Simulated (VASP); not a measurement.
Runs of VASP 6.6.1 on Zn. The structure is that of space group P6_3/mmc (No. 194), or close to it. The cells are those of the table. 

```tsv
cell	further INCAR settings	gap on the mesh (eV)	pressure (GPa)
a = 2.745, b = 2.745, c = 4.798 Å, angles 90.0, 90.0, 120.0°, 2 atoms	ALGO = Fast; EDIFF = 1e-07; NBANDS = 19	none	-10.3
a = 2.665, b = 2.665, c = 4.798 Å, angles 90.0, 90.0, 120.0°, 2 atoms	ALGO = Fast; EDIFF = 1e-06; NBANDS = 19	none	-6.7
a = 2.585, b = 2.585, c = 4.798 Å, angles 90.0, 90.0, 120.0°, 2 atoms	ALGO = Fast; EDIFF = 1e-06; NBANDS = 19	none	-1.2
a = 2.745, b = 2.745, c = 4.947 Å, angles 90.0, 90.0, 120.0°, 2 atoms	ALGO = Fast; EDIFF = 1e-07; NBANDS = 19	none	(a)
a = 2.665, b = 2.665, c = 5.095 Å, angles 90.0, 90.0, 120.0°, 2 atoms	ALGO = Fast; EDIFF = 1e-06; NBANDS = 19	none	(b)
a = 2.585, b = 2.585, c = 5.095 Å, angles 90.0, 90.0, 120.0°, 2 atoms	ALGO = Fast; EDIFF = 1e-06; NBANDS = 19	none	-4.7
```

Alike in all rows: task single point; level LDA; potentials or basis VASP PAW LDA potentials, release 64 (Zn); no spin polarisation; k mesh 21 × 21 × 10; cutoff (eV) 520; smearing gaussian 0.15 eV.

Task: Fill in the values left out.

Result: (a) -11.1; (b) -9.4.

A gap of «none» marks levels without a gap at the run's occupations.
